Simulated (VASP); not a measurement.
Write the native input for VASP 6.6.1 that does the following.

```
Task                   : relaxation of cell and atoms
Functional             : PBE
Potentials or basis    : VASP PAW PBE potentials, release 64 (Hf_pv, S)
Cutoff                 : 600 eV
k mesh                 : 4 × 4 × 4
Occupations            : gaussian, width 0.1 eV
Spin                   : no spin polarisation
Dipole correction      : no
Further INCAR settings : ALGO = Normal; EDIFF = 1e-06; IBRION = 2; EDIFFG = -0.04; NSW = 90; ISIF = 3
```

The structure of HfS4 lies in POSCAR:

```
HfS4
1.0
    0.0000000000      3.9141372900      3.9141372900
    3.9141372900      0.0000000000      3.9141372900
    3.9141372900      3.9141372900      0.0000000000
Hf S
1 4
Direct
    0.5000000000      0.5000000000      0.5000000000
    0.1244543500      0.1244543500      0.1244543500
    0.1244543500      0.1244543500      0.6266369600
    0.1244543500      0.6266369600      0.1244543500
    0.6266369600      0.1244543500      0.1244543500
```

One way to write it, as run:

INCAR

```
ALGO = Normal
EDIFF = 1E-6
EDIFFG = -0.04
ENCUT = 600
GGA = PE
IBRION = 2
ISIF = 3
ISMEAR = 0
LASPH = T
LCHARG = F
LREAL = F
LWAVE = F
NELM = 60
NSW = 90
PREC = Accurate
SIGMA = 0.1
```

KPOINTS

```
k-points
0
Gamma
  4 4 4
```

Potentials or basis: VASP PAW PBE potentials, release 64 (Hf_pv, S).

Run with:

```sh
$ cat potpaw_PBE.64/Hf_pv/POTCAR potpaw_PBE.64/S/POTCAR > POTCAR
$ mpirun -np 1 vasp_std > vasp.out
```

It gave:

```json
{
 "Relaxed volume": "20.07 Å³/atom",
 "Relaxed cell": "a = 5.216 Å, b = 5.216 Å, c = 5.216 Å, α = 60.00°, β = 60.00°, γ = 60.00°",
 "Space group after relaxing (to 0.05 Å)": "F-43m (No. 216)",
 "Energy gained by relaxing": "122.3 meV/atom",
 "Ionic steps": "5",
 "Pressure after relaxing": "-0.2 GPa",
 "Largest force after relaxing": "0.007 eV/Å",
 "Band gap on the k mesh": "zero (band 17 reaches 7.36 eV, above the bottom of band 18 at 6.18 eV)"
}
```

Caveat: the volume moved by over 15 % at a fixed basis, so the end points are rough; spin-orbit coupling is left out, which moves the levels of the heavy elements.

It took 2.3 min on 1 thread of Intel(R) Xeon(R) Platinum 8259CL CPU @ 2.50GHz (Skylake/Cascade Lake), on a shared host, peak memory 0.34 GiB.
